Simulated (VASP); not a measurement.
# HgTe (F-43m) in VASP: a series of runs

The runs below take HgTe through vibrations by perturbation theory, with PBEsol.

All numbers are computed with VASP 6.6.1; they aren't measurements. Logs are shortened: lines on timing, memory, paths and dates and some standing lists are left out, and cuts for length are marked.

## Step 1: The cell of the first run

Symmetry: F-43m, No. 216, cubic system. Conventional cell: a = 6.477 Å, b = 6.477 Å, c = 6.477 Å, α = 90.00°, β = 90.00°, γ = 90.00°. Within 3.7 Å of Hg (site symmetry -43m) lie 4 Te at 2.80 Å. Within 3.7 Å of Te (site symmetry -43m) lie 4 Hg at 2.80 Å.

## Step 2: Vibrations by perturbation theory, PBEsol (33.96 Å³/atom)

INCAR reads:

```
SYSTEM = HgTe
  PREC = Accurate
  ENCUT = 520
  EDIFF = 1E-8
  ISMEAR = -1
  SIGMA = 0.08
  LREAL = .FALSE.
  LASPH = .TRUE.
  NELM = 100
  ALGO = Normal
  ISIF = 2
  LWAVE = .FALSE.
  LCHARG = .FALSE.
  GGA = PS
  NBANDS = 16
  IBRION = 8
  NSW = 1
```

KPOINTS reads:

```
regular mesh
0
G
  10 10 10
  0 0 0
```

POSCAR reads:

```
HgTe
1.0
    0.0000000000      3.2384880199      3.2384880199
    3.2384880199      0.0000000000      3.2384880199
    3.2384880199      3.2384880199      0.0000000000
Hg Te
1 1
Direct
    0.0000000000      0.0000000000      0.0000000000
    0.7500000000      0.7500000000      0.7500000000
```

Potentials or basis: VASP PAW PBE potentials, release 64 (Hg, Te).

Launch:

```
cat potpaw_PBE.64/Hg/POTCAR potpaw_PBE.64/Te/POTCAR > POTCAR
mpirun -np 1 vasp_std > vasp.out
```

OUTCAR:

```text
SYSTEM = HgTe
   PREC = Accurate
   ENCUT = 520
   EDIFF = 1E-8
   ISMEAR = -1
   LREAL = .FALSE.
   LASPH = .TRUE.
   NELM = 100
   ISIF = 2
   GGA = PS
   IBRION = 8
   NSW = 1

 ion  position               nearest neighbor table
   1  0.000  0.000  0.000-   2 2.80   2 2.80   2 2.80   2 2.80
   2  0.750  0.750  0.750-   1 2.80   1 2.80   1 2.80   1 2.80

  LATTYP: Found a face centered cubic cell.
 ALAT       =     6.4769760398

  Lattice vectors:

 A1 = (   0.0000000000,   3.2384880199,   3.2384880199)
 A2 = (   3.2384880199,   0.0000000000,   3.2384880199)
 A3 = (   3.2384880199,   3.2384880199,   0.0000000000)

Analysis of symmetry for initial positions (statically):
=====================================================================
 Subroutine PRICEL returns:
 Original cell was already a primitive cell.

 Routine SETGRP: Setting up the symmetry group for a
 face centered cubic supercell.

 Subroutine GETGRP returns: Found 24 space group operations
 (whereof 24 operations were pure point group operations)
 out of a pool of 48 trial point group operations.

The static configuration has the point symmetry T_d .

Analysis of symmetry for dynamics (positions and initial velocities):
=====================================================================
 Subroutine PRICEL returns:
 Original cell was already a primitive cell.

 Routine SETGRP: Setting up the symmetry group for a
 face centered cubic supercell.

 Subroutine GETGRP returns: Found 24 space group operations
 (whereof 24 operations were pure point group operations)
 out of a pool of 48 trial point group operations.

The dynamic configuration has the point symmetry T_d .

 Subroutine INISYM returns: Found 24 space group operations
 (whereof 24 operations are pure point group operations),
 and found     1 'primitive' translations

[... 617 lines left out ...]
  external PRESSURE =       7.7862274 kB  Pullay stress =       0.0000000 kB

 VOLUME and BASIS-vectors are now :
 -----------------------------------------------------------------------------
  energy-cutoff  :      520.00
  volume of cell :       67.93
      direct lattice vectors                 reciprocal lattice vectors
     0.000000000  3.238488020  3.238488020    -0.154393037  0.154393037  0.154393037
     3.238488020  0.000000000  3.238488020     0.154393037 -0.154393037  0.154393037
     3.238488020  3.238488020  0.000000000     0.154393037  0.154393037 -0.154393037

 POSITION                                       TOTAL-FORCE (eV/Angst)
 -----------------------------------------------------------------------------------
      0.00000      0.00000      0.00000        -0.000000     -0.000000     -0.000000
      4.85773      4.85773      4.85773         0.000000      0.000000      0.000000
 -----------------------------------------------------------------------------------
    total drift:                                0.000000      0.000000      0.000000

  FREE ENERGIE OF THE ION-ELECTRON SYSTEM (eV)
  ---------------------------------------------------
  free  energy   TOTEN  =        -4.3741704243 eV

  energy  without entropy=       -4.3732373753  energy(sigma->0) =       -4.37370390

[... ionic steps 2 to 3 ...]

--------------------------------------- Ionic step        4  -------------------------------------------

------------------------ aborting loop because EDIFF is reached ----------------------------------------

[... ionic steps 5 to 6 ...]

--------------------------------------- Ionic step        7  -------------------------------------------

 Free energy of the ion-electron system (eV)
  ---------------------------------------------------
  ---------------------------------------------------
  free energy    TOTEN  =        -0.04787717 eV

  energy without entropy =       -0.04787717

------------------------ aborting loop because EDIFF is reached ----------------------------------------

 INTERNAL STRAIN TENSOR  FOR ION    2  DIRECTION 1   (eV/Angst):
 -----------------------------------------------------------------------------
    -0.00094  0.00000  0.00000
     0.00000  0.00482  5.17968
     0.00000  5.17968  0.00482

 INTERNAL STRAIN TENSOR FOR ION    2 for displacements in x,y,z  (eV/Angst):
          X           Y           Z          XY          YZ          ZX
  --------------------------------------------------------------------------------
  x    -0.00000     0.00000     0.00000     0.00000     5.17968     0.00000
  y    -0.00000    -0.00000    -0.00000     0.00000     0.00000     5.17968
  z     0.00000     0.00000    -0.00000     5.17968     0.00000     0.00000

 SECOND DERIVATIVES (NOT SYMMETRIZED)
 ------------------------------------
               1X          1Y          1Z          2X          2Y          2Z
  1X    -3.759765    0.000000    0.000000    3.759765    0.000000    0.000000
  1Y     0.000000   -3.759765    0.000000    0.000000    3.759765    0.000000
  1Z     0.000000    0.000000   -3.759765    0.000000    0.000000    3.759765
  2X     3.759934    0.000000    0.000000   -3.759934    0.000000    0.000000
  2Y     0.000000    3.759934    0.000000    0.000000   -3.759934    0.000000
  2Z     0.000000    0.000000    3.759934    0.000000    0.000000   -3.759934

 Eigenvectors and eigenvalues of the dynamical matrix
 ----------------------------------------------------

   1 f  =    3.432573 THz    21.567489 2PiTHz  114.498295 cm-1    14.195973 meV
             X         Y         Z           dx          dy          dz
      0.000000  0.000000  0.000000     0.000000    0.623529    0.000000
      4.857732  4.857732  4.857732     0.000000   -0.781800    0.000000
[... 21 lines left out ...]
   6 f/i=    0.000038 THz     0.000237 2PiTHz    0.001256 cm-1     0.000156 meV
             X         Y         Z           dx          dy          dz
      0.000000  0.000000  0.000000     0.000000    0.000000    0.781800
      4.857732  4.857732  4.857732     0.000000    0.000000    0.623529

--------------------------------------------------------------------------------------------------------

 ELASTIC MODULI CONTR FROM IONIC RELAXATION (kBar)
 Direction    XX          YY          ZZ          XY          YZ          ZX
 --------------------------------------------------------------------------------
 XX          -0.0000     -0.0000     -0.0000     -0.0000      0.0000      0.0000
 YY          -0.0000     -0.0000     -0.0000     -0.0000     -0.0000      0.0000
 ZZ          -0.0000     -0.0000     -0.0000      0.0000     -0.0000      0.0000
 XY          -0.0000     -0.0000      0.0000   -178.3890      0.0000      0.0000
 YZ           0.0000     -0.0000     -0.0000      0.0000   -178.3890      0.0000
 ZX           0.0000      0.0000      0.0000      0.0000      0.0000   -178.3890
 --------------------------------------------------------------------------------
```

Wall time 8.7 min (1 thread of Intel Xeon Platinum 8259CL at 2.50GHz (Skylake/Cascade Lake), shared host); peak memory 0.55 GiB.

Results:

| Item | Value |
| --- | --- |
| Highest phonon frequency at Γ, LO-TO splitting left out | 114 cm⁻¹ |

Phonon frequencies in cm⁻¹ (negative: imaginary):
| q point | frequencies |
| --- | --- |
| (0.000, 0.000, 0.000) | 0 0 0 114 114 114 |

Caveat: the PAW data sets were made with another functional, which shifts forces and pressure a little; spin-orbit coupling is left out, which moves the levels of the heavy elements.

## Step 3: Vibrations by perturbation theory, PBEsol

This run uses another cell than the first one, of 34.48 Å³/atom.

INCAR reads:

```
ALGO     = Normal         # electronic algorithm
EDIFF    = 1E-8           # SCF threshold, eV
ENCUT    = 520            # plane-wave cutoff, eV
GGA      = PS             # functional
IBRION   = 8              # ionic algorithm
ISIF     = 2              # what is computed and relaxed
ISMEAR   = -1             # smearing method
LASPH    = True           # aspherical terms in the spheres
LCHARG   = True           # write CHGCAR
LREAL    = False          # projectors in reciprocal space
LWAVE    = False          # write WAVECAR
NBANDS   = 16             # bands
NELM     = 80             # most SCF steps
NSW      = 1              # ionic steps
PREC     = Accurate       # precision mode
SIGMA    = 0.08           # smearing width, eV
```

KPOINTS reads:

```
k-points
0
Gamma
  10 10 10
```

POSCAR reads:

```
HgTe
1.0
    0.0000000000      3.2548442974      3.2548442974
    3.2548442974      0.0000000000      3.2548442974
    3.2548442974      3.2548442974      0.0000000000
Hg Te
1 1
Direct
    0.0000000000      0.0000000000      0.0000000000
    0.7500000000      0.7500000000      0.7500000000
```

Potentials or basis: VASP PAW PBE potentials, release 64 (Hg, Te).

Launch:

```
cat potpaw_PBE.64/Hg/POTCAR potpaw_PBE.64/Te/POTCAR > POTCAR
mpirun -np 1 vasp_std > vasp.out
```

OUTCAR:

```text
EDIFF = 1E-8
   ENCUT = 520
   GGA = PS
   IBRION = 8
   ISIF = 2
   ISMEAR = -1
   LASPH = True
   LREAL = False
   NELM = 80
   NSW = 1
   PREC = Accurate

 ion  position               nearest neighbor table
   1  0.000  0.000  0.000-   2 2.82   2 2.82   2 2.82   2 2.82
   2  0.750  0.750  0.750-   1 2.82   1 2.82   1 2.82   1 2.82

  LATTYP: Found a face centered cubic cell.
 ALAT       =     6.5096885948

  Lattice vectors:

 A1 = (   0.0000000000,   3.2548442974,   3.2548442974)
 A2 = (   3.2548442974,   0.0000000000,   3.2548442974)
 A3 = (   3.2548442974,   3.2548442974,   0.0000000000)

Analysis of symmetry for initial positions (statically):
=====================================================================
 Subroutine PRICEL returns:
 Original cell was already a primitive cell.

 Routine SETGRP: Setting up the symmetry group for a
 face centered cubic supercell.

 Subroutine GETGRP returns: Found 24 space group operations
 (whereof 24 operations were pure point group operations)
 out of a pool of 48 trial point group operations.

The static configuration has the point symmetry T_d .

Analysis of symmetry for dynamics (positions and initial velocities):
=====================================================================
 Subroutine PRICEL returns:
 Original cell was already a primitive cell.

 Routine SETGRP: Setting up the symmetry group for a
 face centered cubic supercell.

 Subroutine GETGRP returns: Found 24 space group operations
 (whereof 24 operations were pure point group operations)
 out of a pool of 48 trial point group operations.

The dynamic configuration has the point symmetry T_d .

[... 637 lines left out ...]
    total drift:                                0.000000      0.000000      0.000000

  FREE ENERGIE OF THE ION-ELECTRON SYSTEM (eV)
  ---------------------------------------------------
  free  energy   TOTEN  =        -4.3772326849 eV

  energy  without entropy=       -4.3762533843  energy(sigma->0) =       -4.37674303

[... ionic steps 2 to 3 ...]

--------------------------------------- Ionic step        4  -------------------------------------------

------------------------ aborting loop because EDIFF is reached ----------------------------------------

[... ionic steps 5 to 6 ...]

--------------------------------------- Ionic step        7  -------------------------------------------

 Free energy of the ion-electron system (eV)
  ---------------------------------------------------
  ---------------------------------------------------
  free energy    TOTEN  =        -0.04795334 eV

  energy without entropy =       -0.04795334

------------------------ aborting loop because EDIFF is reached ----------------------------------------

 INTERNAL STRAIN TENSOR  FOR ION    2  DIRECTION 1   (eV/Angst):
 -----------------------------------------------------------------------------
    -0.00044  0.00000  0.00000
     0.00000  0.00444  4.63022
     0.00000  4.63022  0.00444

 INTERNAL STRAIN TENSOR FOR ION    2 for displacements in x,y,z  (eV/Angst):
          X           Y           Z          XY          YZ          ZX
  --------------------------------------------------------------------------------
  x     0.00000     0.00000     0.00000     0.00000     4.63022     0.00000
  y     0.00000     0.00000     0.00000     0.00000     0.00000     4.63022
  z     0.00000     0.00000     0.00000     4.63022     0.00000     0.00000

 SECOND DERIVATIVES (NOT SYMMETRIZED)
 ------------------------------------
               1X          1Y          1Z          2X          2Y          2Z
  1X    -3.508643    0.000000    0.000000    3.508643    0.000000    0.000000
  1Y     0.000000   -3.508643    0.000000    0.000000    3.508643    0.000000
  1Z     0.000000    0.000000   -3.508643    0.000000    0.000000    3.508643
  2X     3.505260    0.000000    0.000000   -3.505260    0.000000    0.000000
  2Y     0.000000    3.505260    0.000000    0.000000   -3.505260    0.000000
  2Z     0.000000    0.000000    3.505260    0.000000    0.000000   -3.505260

 Eigenvectors and eigenvalues of the dynamical matrix
 ----------------------------------------------------

   1 f  =    3.314935 THz    20.828351 2PiTHz  110.574330 cm-1    13.709463 meV
             X         Y         Z           dx          dy          dz
      0.000000  0.000000  0.000000    -0.000000    0.623721   -0.000000
      4.882266  4.882266  4.882266     0.000000   -0.781647   -0.000000
[... 21 lines left out ...]
   6 f/i=    0.000779 THz     0.004898 2PiTHz    0.026001 cm-1     0.003224 meV
             X         Y         Z           dx          dy          dz
      0.000000  0.000000  0.000000    -0.024498    0.342370    0.702249
      4.882266  4.882266  4.882266    -0.019548    0.273197    0.560366

--------------------------------------------------------------------------------------------------------

 ELASTIC MODULI CONTR FROM IONIC RELAXATION (kBar)
 Direction    XX          YY          ZZ          XY          YZ          ZX
 --------------------------------------------------------------------------------
 XX          -0.0000     -0.0000     -0.0000     -0.0000     -0.0000     -0.0000
 YY          -0.0000     -0.0000     -0.0000     -0.0000     -0.0000      0.0000
 ZZ          -0.0000     -0.0000     -0.0000     -0.0000     -0.0000     -0.0000
 XY          -0.0000     -0.0000     -0.0000   -151.3958     -0.0000      0.0000
 YZ          -0.0000     -0.0000     -0.0000     -0.0000   -151.3958      0.0000
 ZX          -0.0000      0.0000     -0.0000      0.0000      0.0000   -151.3958
 --------------------------------------------------------------------------------
```

stdout:

```text
POSCAR found type information on POSCAR HgTe
 POSCAR found :  2 types and       2 ions
 scaLAPACK will be used
 -----------------------------------------------------------------------------
|                                                                             |
|                                                                             |
|     You enforced a specific xc type in the INCAR file but a different       |
|     I HOPE YOU KNOW WHAT YOU ARE DOING!                                     |
|                                                                             |
 -----------------------------------------------------------------------------

 LDA part: xc-table for (Slater+PW92), standard interpolation
 POSCAR, INCAR and KPOINTS ok, starting setup
 FFT: planning ... GRIDC
 FFT: planning ... GRID_SOFT
 FFT: planning ... GRID
 WAVECAR not read
 entering main loop
 Linear response reoptimize wavefunctions to high precision
 Linear response DOF=           2
 Linear response progress:
 first order change of Fermi-energy  -0.84551E-04
 force on displaced ion       1 direction 1 :  -3.509   0.000   0.000
 Linear response progress:
 first order change of Fermi-energy   0.30923E-03
 force on displaced ion       2 direction 1 :  -3.505   0.000   0.000
 Linear response finished
```

Wall time 8.9 min (1 thread of Intel Xeon Platinum 8259CL at 2.50GHz (Skylake/Cascade Lake), shared host); peak memory 0.56 GiB.

What came out:

```
Highest phonon frequency at Γ, LO-TO splitting left out : 111 cm⁻¹
```

Phonon frequencies in cm⁻¹ (negative: imaginary):
```
              q point        frequencies
(0.000, 0.000, 0.000)  0 0 0 111 111 111
```

Caveat: the PAW data sets were made with another functional, which shifts forces and pressure a little; spin-orbit coupling is left out, which moves the levels of the heavy elements.

(Continued in part 2 of 2.)
